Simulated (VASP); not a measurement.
# Li3TeCl (Pm-3m) in VASP: elastic constants with LDA

Aim: the elastic constants of Li3TeCl with LDA.

Program: VASP 6.6.1. These are calculated values, not measurements. Logs are shortened: lines on timing, memory, paths and dates and some standing lists are left out, and cuts for length are marked.

## 1. The cell of the first run

Symmetry: Pm-3m, No. 221, cubic system. Conventional cell: a = 5.065 Å, b = 5.065 Å, c = 5.065 Å, α = 90.00°, β = 90.00°, γ = 90.00°. Cl (site symmetry m-3m) has 12 Li at 3.58 Å and 8 Te at 4.39 Å within 4.7 Å. Within 3.3 Å of Te (site symmetry m-3m) lie 6 Li at 2.53 Å. Li (site symmetry 4/mmm) has 2 Te at 2.53 Å within 3.3 Å.

## 2. Elastic constants, LDA

Input file INCAR:

```
SYSTEM = Li3TeCl
PREC = Accurate
ENCUT = 600
EDIFF = 1E-8
ISMEAR = 0
SIGMA = 0.01
LREAL = .FALSE.
LASPH = .TRUE.
NELM = 100
ALGO = Normal
ISIF = 3
LWAVE = .FALSE.
LCHARG = .FALSE.
NBANDS = 19
IBRION = 6
NFREE = 2
POTIM = 0.015
NSW = 1
```

Input file KPOINTS:

```
Automatic mesh
0
G
  6 6 6
  0 0 0
```

Input file POSCAR:

```
Li3TeCl
1.0
    5.0646000000      0.0000000000      0.0000000000
    0.0000000000      5.0646000000      0.0000000000
    0.0000000000      0.0000000000      5.0646000000
Cl Te Li
1 1 3
Direct
    0.0000000000      0.0000000000      0.0000000000
    0.5000000000      0.5000000000      0.5000000000
    0.5000000000      0.5000000000      0.0000000000
    0.5000000000      0.0000000000      0.5000000000
    0.0000000000      0.5000000000      0.5000000000
```

Potentials or basis: VASP PAW LDA potentials, release 64 (Cl, Te, Li_sv).

Started as:

```console
$ cat potpaw_LDA.64/Cl/POTCAR potpaw_LDA.64/Te/POTCAR potpaw_LDA.64/Li_sv/POTCAR > POTCAR
$ mpirun -np 1 vasp_std > vasp.out
```

OUTCAR:

```text
SYSTEM = Li3TeCl
   PREC = Accurate
   ENCUT = 600
   EDIFF = 1E-8
   ISMEAR = 0
   LREAL = .FALSE.
   LASPH = .TRUE.
   NELM = 100
   ISIF = 3
   IBRION = 6
   NFREE = 2
   POTIM = 0.015
   NSW = 1

 ion  position               nearest neighbor table
   1  0.000  0.000  0.000-
   2  0.500  0.500  0.500-   3 2.53   4 2.53   5 2.53   3 2.53   4 2.53   5 2.53
   3  0.500  0.500  0.000-   2 2.53   2 2.53
   4  0.500  0.000  0.500-   2 2.53   2 2.53
   5  0.000  0.500  0.500-   2 2.53   2 2.53

  LATTYP: Found a simple cubic cell.
 ALAT       =     5.0646000000

  Lattice vectors:

 A1 = (   5.0646000000,   0.0000000000,   0.0000000000)
 A2 = (   0.0000000000,   5.0646000000,   0.0000000000)
 A3 = (   0.0000000000,   0.0000000000,   5.0646000000)

Analysis of symmetry for initial positions (statically):
=====================================================================
 Subroutine PRICEL returns:
 Original cell was already a primitive cell.

 Routine SETGRP: Setting up the symmetry group for a
 simple cubic supercell.

 Subroutine GETGRP returns: Found 48 space group operations
 (whereof 48 operations were pure point group operations)
 out of a pool of 48 trial point group operations.

The static configuration has the point symmetry O_h .

Analysis of symmetry for dynamics (positions and initial velocities):
=====================================================================
 Subroutine PRICEL returns:
 Original cell was already a primitive cell.

 Routine SETGRP: Setting up the symmetry group for a
 simple cubic supercell.

 Subroutine GETGRP returns: Found 48 space group operations
 (whereof 48 operations were pure point group operations)
 out of a pool of 48 trial point group operations.

The dynamic configuration has the point symmetry O_h .

 Subroutine INISYM returns: Found 48 space group operations
 (whereof 48 operations are pure point group operations),
 and found     1 'primitive' translations

----------------------------------------------------------------------------------------

                                     Primitive cell

  volume of cell :     129.9079

  direct lattice vectors                    reciprocal lattice vectors
     5.064600000  0.000000000  0.000000000     0.197448959  0.000000000  0.000000000
     0.000000000  5.064600000  0.000000000     0.000000000  0.197448959  0.000000000
     0.000000000  0.000000000  5.064600000     0.000000000  0.000000000  0.197448959

  length of vectors
     5.064600000  5.064600000  5.064600000     0.197448959  0.197448959  0.197448959

  position of ions in fractional coordinates (direct lattice)
     0.000000000  0.000000000  0.000000000
     0.500000000  0.500000000  0.500000000
     0.500000000  0.500000000  0.000000000
     0.500000000  0.000000000  0.500000000
     0.000000000  0.500000000  0.500000000

  ion indices of the primitive-cell ions
   primitive index   ion index
                 1           1
                 2           2
                 3           3
                 4           4
                 5           5

----------------------------------------------------------------------------------------

 KPOINTS: Automatic mesh

Automatic generation of k-mesh.
 Grid dimensions read from file:
 generate k-points for:    6    6    6

 Generating k-lattice:

[... 112 lines left out ...]
  -------------------------------------------------------------------------------------
  Total       -0.1392243     -0.1392243     -0.1392243      0.0000000     -0.0000000      0.0000000
  in kB       -1.7170788     -1.7170788     -1.7170788      0.0000000     -0.0000000      0.0000000
  external PRESSURE =      -1.7170788 kB  Pullay stress =       0.0000000 kB
[... 98 lines left out ...]
  FREE ENERGIE OF THE ION-ELECTRON SYSTEM (eV)
  ---------------------------------------------------
  free  energy   TOTEN  =       -17.1348052148 eV

  energy  without entropy=      -17.1348052148  energy(sigma->0) =      -17.13480521

 E-fermi :   0.0607     XC(G=0):  -7.5854

 val. band max:       -0.0895391556   @ k =   0.5000   0.5000   0.0000
 cond. band min:       3.1831033940   @ k =   0.5000   0.0000   0.5000
 fundamental gap:      3.2726425495
 Fermi energy:         0.0607042016

 k-point     1 :       0.0000    0.0000    0.0000
  band No.  band energies     occupation
      1     -44.1715      2.00000
      2     -44.1688      2.00000
      3     -44.1108      2.00000
      4     -12.4701      2.00000
      5      -9.2583      2.00000
      6      -1.5998      2.00000
[... 505 lines left out ...]
      6      -1.5981      2.00000
[... 11 lines left out ...]
     18       7.5933      0.00000
     19       7.6662      0.00000

 [... further k-points ...]

[... ionic steps 4 to 18 ...]

--------------------------------------- Ionic step       19  -------------------------------------------

 number of electron      22.0000029 magnetization

------------------------ aborting loop because EDIFF is reached ----------------------------------------
[... 73 lines left out ...]
--------------------------------------- Ionic step       21  -------------------------------------------

 number of electron      22.0000029 magnetization

 Free energy of the ion-electron system (eV)
  ---------------------------------------------------
  ext. energy  EPLUGINS =         0.00000000
  ---------------------------------------------------
  free energy    TOTEN  =       -17.13678921 eV

  energy without entropy =      -17.13678921  energy(sigma->0) =      -17.13678921

 E-fermi :  -0.1039     XC(G=0):  -7.5317

 val. band max:       -0.1841921187   @ k =   0.0000   0.5000   0.5000
 cond. band min:       3.1319964246   @ k =   0.5000   0.5000   0.0000
 fundamental gap:      3.3161885433
 Fermi energy:        -0.1038764765

 k-point     1 :       0.0000    0.0000    0.0000
  band No.  band energies     occupation
      1     -44.2611      2.00000
      2     -44.2571      2.00000
      3     -44.2571      2.00000
      4     -12.5217      2.00000
      5      -9.3247      2.00000
      6      -1.6362      2.00000
[... 505 lines left out ...]
      6      -1.7365      2.00000
[... 11 lines left out ...]
     18       7.4819      0.00000
     19       7.9714      0.00000

 [... further k-points ...]
[... 5 lines left out ...]
  --------------------------------------------------------------------------------------
  -------------------------------------------------------------------------------------
  Total       -0.1391006     -0.1391006     -0.1335081      0.0000000      0.0000000      0.0000000
  in kB       -1.7155535     -1.7155535     -1.6465795      0.0000000      0.0000000      0.0000000
  external PRESSURE =      -1.6925622 kB  Pullay stress =       0.0000000 kB
[... 20 lines left out ...]
  FREE ENERGIE OF THE ION-ELECTRON SYSTEM (eV)
  ---------------------------------------------------
  free  energy   TOTEN  =       -17.1367892128 eV

  energy  without entropy=      -17.1367892128  energy(sigma->0) =      -17.13678921

 INTERNAL STRAIN TENSORS FROM STRAINED CELLS
 ============================================

 INTERNAL STRAIN TENSOR FOR ION    1 for displacements in x,y,z  (eV/Angst):
          X           Y           Z          XY          YZ          ZX
  --------------------------------------------------------------------------------
  x     0.00000     0.00000     0.00000     0.00000     0.00000     0.00000
  y     0.00000     0.00000     0.00000     0.00000     0.00000     0.00000
  z     0.00000     0.00000     0.00000     0.00000     0.00000     0.00000

 INTERNAL STRAIN TENSORS FROM DISPLACED ATOMS
 ============================================

 INTERNAL STRAIN TENSOR FOR ION    1 for displacements in x,y,z  (eV/Angst):
          X           Y           Z          XY          YZ          ZX
  --------------------------------------------------------------------------------
  x     0.00000     0.00000     0.00000     0.00000     0.00000     0.00000
  y     0.00000     0.00000     0.00000     0.00000     0.00000     0.00000
  z     0.00000     0.00000     0.00000     0.00000     0.00000     0.00000

 INTERNAL STRAIN TENSOR FOR ION    5 for displacements in x,y,z  (eV/Angst):
          X           Y           Z          XY          YZ          ZX
  --------------------------------------------------------------------------------
  x     0.00000     0.00000     0.00000     0.00000     0.00000     0.00000
  y     0.00000     0.00000     0.00000     0.00000     0.00000     0.00000
  z     0.00000     0.00000     0.00000     0.00000     0.00000     0.00000

 Eigenvectors and eigenvalues of the dynamical matrix
 ----------------------------------------------------

   1 f  =   16.032559 THz   100.735538 2PiTHz  534.788597 cm-1    66.305306 meV
             X         Y         Z           dx          dy          dz
      0.000000  0.000000  0.000000    -0.000000   -0.000000    0.008770
      2.532300  2.532300  2.532300    -0.000000   -0.000000    0.212829
      2.532300  2.532300  0.000000    -0.000000   -0.000000   -0.976453
      2.532300  0.000000  2.532300    -0.000000    0.000000    0.024149
      0.000000  2.532300  2.532300     0.000000   -0.000000    0.024149
[... 105 lines left out ...]
  15 f/i=    5.421142 THz    34.062041 2PiTHz  180.829842 cm-1    22.420033 meV
             X         Y         Z           dx          dy          dz
      0.000000  0.000000  0.000000    -0.441850   -0.058597   -0.001483
      2.532300  2.532300  2.532300    -0.064032   -0.008492   -0.000215
      2.532300  2.532300  0.000000     0.625781    0.082989    0.000044
      2.532300  0.000000  2.532300     0.625781    0.001728    0.002101
      0.000000  2.532300  2.532300     0.013028    0.082989    0.002101

--------------------------------------------------------------------------------------------------------

 ELASTIC MODULI CONTR FROM IONIC RELAXATION (kBar)
 Direction    XX          YY          ZZ          XY          YZ          ZX
 --------------------------------------------------------------------------------
 XX           0.0000      0.0000      0.0000      0.0000      0.0000      0.0000
 YY           0.0000      0.0000      0.0000      0.0000      0.0000      0.0000
 ZZ           0.0000      0.0000      0.0000      0.0000      0.0000      0.0000
 XY           0.0000      0.0000      0.0000      0.0000      0.0000      0.0000
 YZ           0.0000      0.0000      0.0000      0.0000      0.0000      0.0000
 ZX           0.0000      0.0000      0.0000      0.0000      0.0000      0.0000
 --------------------------------------------------------------------------------

 TOTAL ELASTIC MODULI (kBar)
 Direction    XX          YY          ZZ          XY          YZ          ZX
 --------------------------------------------------------------------------------
 XX         510.2470     45.1581     45.1581      0.0000     -0.0000      0.0000
 YY          45.1581    510.2470     45.1581      0.0000     -0.0000      0.0000
 ZZ          45.1581     45.1581    510.2470     -0.0000     -0.0000      0.0000
 XY           0.0000      0.0000     -0.0000     28.0135      0.0000      0.0000
 YZ          -0.0000     -0.0000     -0.0000      0.0000     28.0135      0.0000
 ZX           0.0000      0.0000      0.0000      0.0000      0.0000     28.0135
 --------------------------------------------------------------------------------
```

It took 39 min on 1 thread of AMD EPYC 7R43 (Zen 3), shared host; peak memory 0.42 GiB.

Results:

* Elastic constants C11, C12, C44: 51, 5, 3 GPa
* Voigt bulk modulus: 20 GPa
* Highest phonon frequency at Γ, LO-TO splitting left out: 535 cm⁻¹
* Most unstable mode: 181i cm⁻¹

Phonon frequencies in cm⁻¹ (negative: imaginary):
```csv
q point,frequencies
"(0.000, 0.000, 0.000)",-181 -181 -181 -168 -168 -168 0 0 0 73 73 73 535 535 535
```

Elastic tensor in Voigt notation (GPa, in the Cartesian axes of the cell as first typed):
```
51  5  5  0  0  0
 5 51  5  0  0  0
 5  5 51  0  0  0
 0  0  0  3  0  0
 0  0  0  0  3  0
 0  0  0  0  0  3
```

Clamped-ion elastic tensor (GPa):
```
51  5  5  0  0  0
 5 51  5  0  0  0
 5  5 51  0  0  0
 0  0  0  3  0  0
 0  0  0  0  3  0
 0  0  0  0  0  3
```

Caveat: the cutoff is under 1.25 times the usual one of these potentials, so pressure, stress and relaxed cells hold a basis-set (Pulay) error; some modes are imaginary; spin-orbit coupling is left out, which moves the levels of the heavy elements.
